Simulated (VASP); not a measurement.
# SmO2 (P6/mmm) in VASP: notebook

The runs below take SmO2 through single point, with PBE.

Everything below comes from runs of VASP 6.6.1. Logs are shortened: lines on timing, memory, paths and dates and some standing lists are left out, and cuts for length are marked.

## (1) The cell of the first run

Symmetry: P6/mmm, No. 191, hexagonal system. Conventional cell: a = 3.371 Å, b = 3.371 Å, c = 4.029 Å, α = 90.00°, β = 90.00°, γ = 120.00°. Within 3.7 Å of Sm (site symmetry 6/mmm) lie 12 O at 2.80 Å and 6 Sm at 3.37 Å. O (site symmetry -6m2) has 3 O at 1.95 Å within 2.6 Å.

The cell was built from a structure type or drawn by symmetry, and may not be a known phase.

## (2) Single point, PBE

Contents of INCAR:

```
ALGO     = Normal         # electronic algorithm
EDIFF    = 1E-6           # SCF threshold, eV
ENCUT    = 600            # plane-wave cutoff, eV
GGA      = PE             # functional
GGA_COMPAT= False        
ISIF     = 2              # what is computed and relaxed
ISMEAR   = 0              # smearing method
LASPH    = True           # aspherical terms in the spheres
LCHARG   = True           # write CHGCAR
LELF     = True           # ELF
LMAXMIX  = 6              # l up to which the mixer works
LREAL    = False          # projectors in reciprocal space
LVHAR    = True         
LWAVE    = False          # write WAVECAR
NBANDS   = 18             # bands
NELM     = 200            # most SCF steps
PREC     = Accurate       # precision mode
SIGMA    = 0.1            # smearing width, eV
```

Contents of KPOINTS:

```
k-points
0
Gamma
  6 6 4
```

Contents of POSCAR:

```
SmO2
1.0
    3.3710946600      0.0000000000      0.0000000000
   -1.6855473300      2.9194536200      0.0000000000
    0.0000000000      0.0000000000      4.0285510500
Sm O
1 2
Direct
    0.0000000000      0.0000000000      0.0000000000
    0.6666666700      0.3333333300      0.5000000000
    0.3333333300      0.6666666700      0.5000000000
```

Potentials or basis: VASP PAW PBE potentials, release 64 (Sm_3, O), 4f in core.

Started as:

```console
$ cat potpaw_PBE.64/Sm_3/POTCAR potpaw_PBE.64/O/POTCAR > POTCAR
$ mpirun -np 1 vasp_std > vasp.out
```

OUTCAR:

```text
EDIFF = 1E-6
   ENCUT = 600
   GGA = PE
   ISIF = 2
   ISMEAR = 0
   LASPH = True
   LREAL = False
   NELM = 200
   PREC = Accurate

 ion  position               nearest neighbor table
   1  0.000  0.000  0.000-   2 2.80   3 2.80   2 2.80   3 2.80   2 2.80   2 2.80   3 2.80   3 2.80
                             2 2.80   2 2.80   3 2.80   3 2.80
   2  0.667  0.333  0.500-   3 1.95   3 1.95   3 1.95   1 2.80   1 2.80   1 2.80   1 2.80   1 2.80
                             1 2.80
   3  0.333  0.667  0.500-   2 1.95   2 1.95   2 1.95   1 2.80   1 2.80   1 2.80   1 2.80   1 2.80
                             1 2.80

  LATTYP: Found a hexagonal cell.
 ALAT       =     3.3710946600
 C/A-ratio  =     1.1950275671

  Lattice vectors:

 A1 = (   3.3710946600,   0.0000000000,   0.0000000000)
 A2 = (  -1.6855473300,   2.9194536200,   0.0000000000)
 A3 = (   0.0000000000,   0.0000000000,   4.0285510500)

Analysis of symmetry for initial positions (statically):
=====================================================================
 Subroutine PRICEL returns:
 Original cell was already a primitive cell.

 Routine SETGRP: Setting up the symmetry group for a
 hexagonal supercell.

 Subroutine GETGRP returns: Found 24 space group operations
 (whereof 24 operations were pure point group operations)
 out of a pool of 24 trial point group operations.

The static configuration has the point symmetry D_6h.

Analysis of symmetry for dynamics (positions and initial velocities):
=====================================================================
 Subroutine PRICEL returns:
 Original cell was already a primitive cell.

 Routine SETGRP: Setting up the symmetry group for a
 hexagonal supercell.

 Subroutine GETGRP returns: Found 24 space group operations
 (whereof 24 operations were pure point group operations)
 out of a pool of 24 trial point group operations.

The dynamic configuration has the point symmetry D_6h.

 Subroutine INISYM returns: Found 24 space group operations
 (whereof 24 operations are pure point group operations),
 and found     1 'primitive' translations

----------------------------------------------------------------------------------------

                                     Primitive cell

  volume of cell :      39.6480

  direct lattice vectors                    reciprocal lattice vectors
     3.371094660  0.000000000  0.000000000     0.296639549  0.171264923  0.000000000
    -1.685547330  2.919453620  0.000000000     0.000000000  0.342529846  0.000000000
     0.000000000  0.000000000  4.028551050     0.000000000  0.000000000  0.248228206

  length of vectors
     3.371094660  3.371094665  4.028551050     0.342529847  0.342529846  0.248228206

  position of ions in fractional coordinates (direct lattice)
     0.000000000  0.000000000  0.000000000
     0.666666670  0.333333330  0.500000000
     0.333333330  0.666666670  0.500000000

  ion indices of the primitive-cell ions
   primitive index   ion index
                 1           1
                 2           2
                 3           3

----------------------------------------------------------------------------------------

 KPOINTS: k-points

Automatic generation of k-mesh.
 Grid dimensions read from file:
 generate k-points for:    6    6    4

 Generating k-lattice:

  Cartesian coordinates                     Fractional coordinates (reciprocal lattice)
     0.049439925  0.028544154  0.000000000     0.166666667  0.000000000  0.000000000
     0.000000000  0.057088308  0.000000000     0.000000000  0.166666667  0.000000000
     0.000000000  0.000000000  0.062057052     0.000000000  0.000000000  0.250000000

  Length of vectors
     0.057088308  0.057088308  0.062057052

  Shift w.r.t. Gamma in fractional coordinates (k-lattice)
     0.000000000  0.000000000  0.000000000

 Subroutine IBZKPT returns following result:
 ===========================================

 Found     21 irreducible k-points:

 Following reciprocal coordinates:
            Coordinates               Weight
  0.000000  0.000000  0.000000      1.000000
  0.166667 -0.000000  0.000000      6.000000
  0.333333 -0.000000  0.000000      6.000000
  0.500000 -0.000000  0.000000      3.000000
  0.166667  0.166667  0.000000      6.000000
  0.333333  0.166667  0.000000     12.000000
[... 13 lines left out ...]
  0.333333  0.166667  0.500000     12.000000
  0.333333  0.333333  0.500000      2.000000
   k-points           NKPTS =     21   k-points in BZ     NKDIM =     21   number of bands    NBANDS=     18
   number of dos      NEDOS =    301   number of ions     NIONS =      3
   total plane-waves  NPLWV =  25088
   dimension x,y,z NGX =    28 NGY =   28 NGZ =   32
   dimension x,y,z NGXF=    56 NGYF=   56 NGZF=   64
   ions per type =               1   2
   NGX,Y,Z   is equivalent  to a cutoff of  13.81, 13.81, 13.21 a.u.
   NGXF,Y,Z  is equivalent  to a cutoff of  27.62, 27.62, 26.41 a.u.
 SYSTEM =  unknown system
   PREC   = accura    normal or accurate (medium, high low for compatibility)
   ISTART =      0    job   : 0-new  1-cont  2-samecut
   ICHARG =      2    charge: 1-file 2-atom 10-const
   ISPIN  =      1    spin polarized calculation?
   LNONCOLLINEAR =      F non collinear calculations
   LSORBIT =      F    spin-orbit coupling
   LASPH  =      T    aspherical Exc in radial PAW
   ENCUT  =  600.0 eV  44.10 Ry    6.64 a.u.   6.73  6.73  8.05*2*pi/ulx,y,z
   NELM   =    200;   NELMIN=  2; NELMDL= -5     # of ELM steps
   EDIFF  = 0.1E-05   stopping-criterion for ELM
   LREAL  =      F    real-space projection
   EDIFFG = 0.1E-04   stopping-criterion for IOM
   NSW    =      0    number of steps for IOM
   IBRION =     -1    ionic relax: 0-MD 1-quasi-New 2-CG
   NFREE  =      0    steps in history (QN), initial steepest desc. (CG)
   ISIF   =      2    stress and relaxation
   ISYM   =      2    0-nonsym 1-usesym 2-fastsym
   POTIM  = 0.5000    time-step for ionic-motion
   TEBEG  =    0.0;   TEEND  =   0.0 temperature during run
   PSTRESS=    0.0 pullay stress
   NELECT =      23.0000    total number of electrons
   NUPDOWN=      -1.0000    fix difference up-down
   EMIN   =  10.00;   EMAX   =-10.00  energy-range for DOS
   EFERMI =   0.00;   METHOD = LEGACY
   ISMEAR =     0;   SIGMA  =   0.10  broadening in eV -4-tet -1-fermi 0-gaus
   EFERMI_NEDOS =   21; number of points for ismear=-14 and -15
   IALGO  =     38    algorithm
   IMIX   =      4    mixing-type and parameters
     AMIX     =   0.40;   BMIX     =  1.00
     AMIX_MAG =   1.60;   BMIX_MAG =  1.00
  volume/ion in A,a.u.               =      13.22        89.19
  Fermi-wavevector in a.u.,A,eV,Ry     =   1.365349  2.580135 25.363676  1.864178
  Thomas-Fermi vector in A             =   2.491585
   LORBIT       =      0    0 simple, 1 ext, 2 COOP (PROOUT), +10 PAW based schemes
   GGA     = PE    functional components
   LHFCALC =     F    Hartree Fock is set to
   AEXX    =    0.0000 exact exchange contribution
   IVDW    =     0    specifies the selected vdW correction
   LEPSILON=     F    determine dielectric tensor
   LRPA    =     F    only Hartree local field effects (RPA)
 non-spin polarized calculation
 Gauss-broadening in eV      SIGMA  =   0.10
  energy-cutoff  :      600.00
  volume of cell :       39.65
 maximum number of plane-waves:      1344
 NGX is ok and might be reduce to    28
   NGX = 13   NGY = 13   NGZ = 17

 number of electron      23.0000004 magnetization

 Free energy of the ion-electron system (eV)
  ---------------------------------------------------
  ext. energy  EPLUGINS =         0.00000000
  ---------------------------------------------------
  free energy    TOTEN  =       -16.75466222 eV

  energy without entropy =      -16.75011612  energy(sigma->0) =      -16.75238917

 E-fermi :   5.0678     XC(G=0): -11.4234

 val. band max:        4.9776004232   @ k =   0.5000  -0.0000   0.0000
 cond. band min:       5.1308479631   @ k =   0.5000  -0.0000   0.2500
 fundamental gap:      0.1532475399
 Fermi energy:         5.0677714788

 k-point     1 :       0.0000    0.0000    0.0000
  band No.  band energies     occupation
      1     -36.8475      2.00000
      2     -16.0222      2.00000
      3     -15.6876      2.00000
      4     -15.6648      2.00000
      5     -15.6648      2.00000
      6      -9.9315      2.00000
[... 10 lines left out ...]
     17       9.8204      0.00000
     18       9.8204      0.00000

 k-point     2 :       0.1667   -0.0000    0.0000
  band No.  band energies     occupation
      1     -36.8103      2.00000
      2     -16.3063      2.00000
      3     -15.9614      2.00000
      4     -15.7425      2.00000
      5     -15.0937      2.00000
      6     -10.4594      2.00000
[... 10 lines left out ...]
     17       9.4937      0.00000
     18       9.6818      0.00000

 k-point     3 :       0.3333   -0.0000    0.0000
  band No.  band energies     occupation
      1     -36.7347      2.00000
      2     -16.9530      2.00000
      3     -15.8929      2.00000
      4     -15.8366      2.00000
      5     -14.3191      2.00000
      6     -11.6058      2.00000
[... 10 lines left out ...]
     17       9.9443      0.00000
     18      10.1565      0.00000

 k-point     4 :       0.5000   -0.0000    0.0000
  band No.  band energies     occupation
      1     -36.6964      2.00000
      2     -17.2340      2.00000
      3     -15.9658      2.00000
      4     -15.7726      2.00000
      5     -13.6359      2.00000
      6     -12.4678      2.00000
[... 312 lines left out ...]
      4     -15.9041      2.00000
      5     -14.1325      2.00000
      6     -11.2811      2.00000
[... 10 lines left out ...]
     17      10.2891      0.00000
     18      12.3977      0.00000

 k-point    20 :       0.3333    0.1667    0.5000
  band No.  band energies     occupation
      1     -36.6885      2.00000
      2     -16.7741      2.00000
      3     -16.1238      2.00000
      4     -16.1126      2.00000
      5     -14.0385      2.00000
      6     -12.3472      2.00000
[... 10 lines left out ...]
     17      10.5186      0.00000
     18      13.7249      0.00000

 k-point    21 :       0.3333    0.3333    0.5000
  band No.  band energies     occupation
      1     -36.6697      2.00000
      2     -16.5548      2.00000
      3     -16.5548      2.00000
      4     -15.9391      2.00000
      5     -13.3590      2.00000
      6     -13.3590      2.00000
[... 10 lines left out ...]
     17       9.8612      0.00000
     18      12.6357      0.00000

------------------------ aborting loop because EDIFF is reached ----------------------------------------

  FORCE on cell =-STRESS in cart. coord.  units (eV):
  Direction    XX          YY          ZZ          XY          YZ          ZX
  --------------------------------------------------------------------------------------
  -------------------------------------------------------------------------------------
  Total        7.6922053      7.6922054    -13.2309888     -0.0000000      0.0000000      0.0000000
  in kB      310.8422560    310.8422572   -534.6646689     -0.0000000      0.0000000      0.0000000
  external PRESSURE =      29.0066148 kB  Pullay stress =       0.0000000 kB

 VOLUME and BASIS-vectors are now :
 -----------------------------------------------------------------------------
  energy-cutoff  :      600.00
  volume of cell :       39.65
      direct lattice vectors                 reciprocal lattice vectors
     3.371094660  0.000000000  0.000000000     0.296639549  0.171264923  0.000000000
    -1.685547330  2.919453620  0.000000000     0.000000000  0.342529846  0.000000000
     0.000000000  0.000000000  4.028551050     0.000000000  0.000000000  0.248228206

 POSITION                                       TOTAL-FORCE (eV/Angst)
 -----------------------------------------------------------------------------------
      0.00000      0.00000      0.00000        -0.000000      0.000000      0.000000
      1.68555      0.97315      2.01428         0.000000      0.000000     -0.000000
     -0.00000      1.94630      2.01428        -0.000000      0.000000      0.000000
 -----------------------------------------------------------------------------------
    total drift:                                0.000000      0.000000      0.000000

  FREE ENERGIE OF THE ION-ELECTRON SYSTEM (eV)
  ---------------------------------------------------
  free  energy   TOTEN  =       -16.7546622152 eV

  energy  without entropy=      -16.7501161181  energy(sigma->0) =      -16.75238917
```

It took 9.1 s on 1 thread of Intel Xeon 6975P-C (Granite Rapids), shared host; peak memory 0.17 GiB.

What came out:

| Property | Result |
| --- | --- |
| Free energy | -16.7547 eV |
| Pressure | 2.9 GPa |
| Band gap on the k mesh | zero (an odd number of electrons rules out a gap without spin polarisation) |

Caveat: the k points lie up to 0.39 Å⁻¹ apart, too coarse for converged energies and pressures of a metal; spin-orbit coupling is left out, which moves the levels of the heavy elements; the 4f electrons are frozen in the core, so they carry no moment and show no levels; an odd number of electrons without spin polarisation forces a metal; a magnetic or distorted state may lie lower; the run has no spin polarisation, though such a crystal can be magnetic. Spin polarisation is off, so any magnetic state and its effect on volume and gap are missing.

## (3) Single point, PBE

This run uses another cell than the first one, of 12.30 Å³/atom.

Contents of INCAR:

```
PREC = Accurate
ENCUT = 600
EDIFF = 1E-6
ISMEAR = 0
SIGMA = 0.1
LREAL = False
LASPH = True
NELM = 200
ALGO = Normal
ISIF = 2
LWAVE = False
LCHARG = False
GGA = PE
NBANDS = 18
GGA_COMPAT = False
LMAXMIX = 6
```

Contents of KPOINTS:

```
Automatic mesh
0
Gamma
  18 18 12
```

Contents of POSCAR:

```
SmO2
1.0
    3.7318485101      0.0000000000      0.0000000000
   -1.8659242550      3.2318756128      0.0000000000
    0.0000000000      0.0000000000      3.0583497365
Sm O
1 2
Direct
    0.0000000000      0.0000000000      0.0000000000
    0.6666666667      0.3333333333      0.5000000000
    0.3333333333      0.6666666667      0.5000000000
```

Potentials or basis: VASP PAW PBE potentials, release 64 (Sm_3, O), 4f in core.

Started as:

```console
$ cat potpaw_PBE.64/Sm_3/POTCAR potpaw_PBE.64/O/POTCAR > POTCAR
$ mpirun -np 1 vasp_std > vasp.out
```

Run time: 63 s. Hardware: 1 thread of Intel Xeon 6975P-C (Granite Rapids), shared host; peak memory 0.32 GiB.

The run converged. Its results:

| Quantity | Value |
| --- | --- |
| Free energy | -20.2694 eV |
| Pressure | 0.0 GPa |
| Band gap on the k mesh | zero (an odd number of electrons rules out a gap without spin polarisation) |

Levels at points of the mesh, in eV from the Fermi level:
| k point | band 10 | band 11 | band 12 | band 13 | band 14 | band 15 |
| --- | --- | --- | --- | --- | --- | --- |
| (0.00, 0.00, 0.00) | -0.73 | -0.53 | -0.53 | -0.41 | 4.61 | 5.59 |
| (0.50, 0.00, 0.00) | -1.59 | -0.71 | -0.16 | 0.91 | 3.80 | 6.03 |
| (0.00, 0.00, 0.50) | -2.38 | -2.38 | -2.06 | 2.97 | 2.97 | 6.12 |
| (0.50, 0.00, 0.50) | -3.08 | -1.10 | 0.42 | 4.88 | 5.73 | 5.89 |

Caveat: spin-orbit coupling is left out, which moves the levels of the heavy elements; the 4f electrons are frozen in the core, so they carry no moment and show no levels; an odd number of electrons without spin polarisation forces a metal; a magnetic or distorted state may lie lower; the run has no spin polarisation, though such a crystal can be magnetic.
